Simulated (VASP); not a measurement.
## Ga16O25 (a cell with a defect): single point with PBE

Ga16O25 (a cell with a defect):

```xyz
41
Lattice="2.5290 1.4601 4.5413 -5.0580 2.9202 9.0826 0.0000 -5.8404 9.0826" Properties=species:S:1:pos:R:3 pbc="T T T"
Ga    0.0766    0.0287   11.8001
Ga    0.1419    0.0564    8.7463
Ga    0.0368    0.0134    1.9667
Ga    0.0857    0.0442    4.8547
Ga    0.0331   -2.9882   16.2026
Ga    0.0055   -2.8948   13.3253
Ga    0.0201   -2.9028    6.5237
Ga   -0.0002   -2.8808    9.4342
Ga   -2.5134    1.4593   16.1818
Ga   -2.5310    1.4420   13.3166
Ga   -2.5364    1.4478    6.4133
Ga   -2.5935    1.5451    9.2679
Ga   -2.5358   -1.4324   20.7446
Ga   -2.5649   -1.4308   17.8805
Ga   -2.6371   -1.6447   11.2171
Ga   -2.5651   -1.4671   13.9974
O     0.8141    1.6095    5.6884
O     1.0145   -1.4440    5.6809
O    -1.6111   -0.0650    5.6868
O    -0.6996   -1.5569    7.9887
O     1.8343    0.1462    7.9244
O    -0.9932    1.4560    7.9205
O     0.8100   -1.3155   10.2470
O     0.9942   -4.3573   10.2291
O    -1.7580   -3.1093   10.2603
O    -0.7341   -4.4972   12.4966
O     1.7652   -2.7616   12.5082
O    -0.9970   -1.4270   12.4957
O    -1.7910    3.0882   10.1775
O    -2.2597   -0.4251    9.9036
O    -4.2875    1.3525   10.1991
O    -3.3153   -0.1578   12.5270
O    -0.8326    1.6742   12.3759
O    -3.5020    2.9337   12.4899
O    -1.8636    0.0815   14.8153
O    -1.5296   -2.9116   14.7494
O    -4.3180   -1.5876   14.7764
O    -3.2974   -2.9991   16.9896
O    -0.7675   -1.3948   17.0893
O    -3.5265    0.0226   17.0469
O    -1.0918    0.3718   10.2153
```

* Program: VASP 6.6.1
* Task: single point
* Functional: PBE
* Potentials or basis: VASP PAW PBE potentials, release 64 (Ga_d, O)
* Cutoff: 520 eV
* k mesh: 2 × 2 × 2, shifted
* Occupations: fermi-dirac, width 0.01 eV
* Spin: no spin polarisation

```yaml
Pressure: 6.3 GPa
Largest_force: 0.245 eV/Å
Band_gap_on_the_k_mesh: 2.82 eV
```

Forces in eV/Å, atoms in the order of the input:
```
Ga   0.010  0.008 -0.010
Ga   0.005 -0.005 -0.009
Ga   0.000  0.000 -0.019
Ga  -0.004 -0.010  0.002
Ga  -0.009  0.005  0.014
Ga   0.004 -0.014 -0.011
Ga  -0.010  0.017 -0.016
Ga  -0.004 -0.002  0.013
Ga  -0.007  0.009  0.011
Ga   0.015  0.002 -0.019
Ga  -0.015  0.001 -0.009
Ga  -0.001  0.010  0.024
Ga   0.005 -0.010  0.018
Ga  -0.002  0.000 -0.021
Ga   0.007  0.005 -0.013
Ga   0.005 -0.005  0.004
O    0.009  0.019  0.004
O    0.002 -0.006  0.004
O   -0.006 -0.013  0.022
O    0.019 -0.008 -0.001
O    0.017 -0.002  0.006
O   -0.002 -0.009 -0.012
O    0.001  0.035  0.014
O    0.004  0.006  0.005
O   -0.015 -0.008 -0.011
O    0.012 -0.009 -0.001
O    0.004  0.004  0.010
O   -0.019 -0.003  0.003
O    0.002  0.024  0.010
O   -0.179 -0.130 -0.066
O   -0.024  0.000 -0.013
O    0.003 -0.015  0.004
O    0.003  0.002  0.002
O   -0.003 -0.008  0.001
O   -0.014  0.016  0.008
O    0.004  0.004  0.002
O   -0.006 -0.009 -0.012
O    0.006 -0.011 -0.023
O   -0.006 -0.014  0.022
O   -0.005 -0.007 -0.003
O    0.195  0.132  0.065
```

Stress tensor (GPa, compression positive):
```
 7.21  0.78 -0.06
 0.78  6.20 -1.23
-0.06 -1.23  5.41
```

Levels at points of the mesh, in eV from the valence-band top:
```
           k point  band 175  band 176  band 177  band 178  band 179  band 180  band 181  band 182  band 183  band 184
(0.25, 0.25, 0.25)     -0.98     -0.94     -0.88     -0.38      0.00      2.82      4.86      5.25      5.31      5.45
```

Wall time 19 min on 1 thread of Intel(R) Xeon(R) Platinum 8259CL CPU @ 2.50GHz (Skylake/Cascade Lake), with other jobs on the host, peak memory 0.66 GiB.

Caveat: the k points lie up to 0.58 Å⁻¹ apart.
